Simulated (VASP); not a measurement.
GaAs, 2 atoms in the cell. It takes space group F-43m (No. 216, cubic). Conventional cell: a = 5.654 Å, b = 5.654 Å, c = 5.654 Å, α = 90.00°, β = 90.00°, γ = 90.00°. Ga (site symmetry -43m) has 4 As at 2.45 Å within 3.2 Å. Within 3.2 Å of As (site symmetry -43m) lie 4 Ga at 2.45 Å. 

```yaml
Program: VASP 6.6.1
Task: single point
Functional: PBEsol
Potentials_or_basis: VASP PAW PBE potentials, release 64 (Ga_d, As)
Cutoff: 520 eV
k_mesh: 6 × 6 × 6
Occupations: gaussian, width 0.01 eV
Spin: non-collinear spin, zero start, spin-orbit coupling
Starting_moments: "[[0.0, 0.0, 0.0], [0.0, 0.0, 0.0]] μB"
Dipole_correction: no
Further_INCAR_settings: ALGO = Normal; EDIFF = 1e-06; NBANDS = 30
```

Potentials or basis: VASP PAW PBE potentials, release 64 (Ga_d, As).

The run is started by

```console
$ cat potpaw_PBE.64/Ga_d/POTCAR potpaw_PBE.64/As/POTCAR > POTCAR
$ mpirun -np 1 vasp_ncl > vasp.out
```

Hardware: 1 thread of Intel Xeon 8259CL (shared host).

Q: Estimate the wall time of this run.

A: Wall time 110 s on 1 thread of Intel Xeon 8259CL, with other jobs on the host, peak memory 0.3 GiB. Counts: scf iterations 13, k points 22.
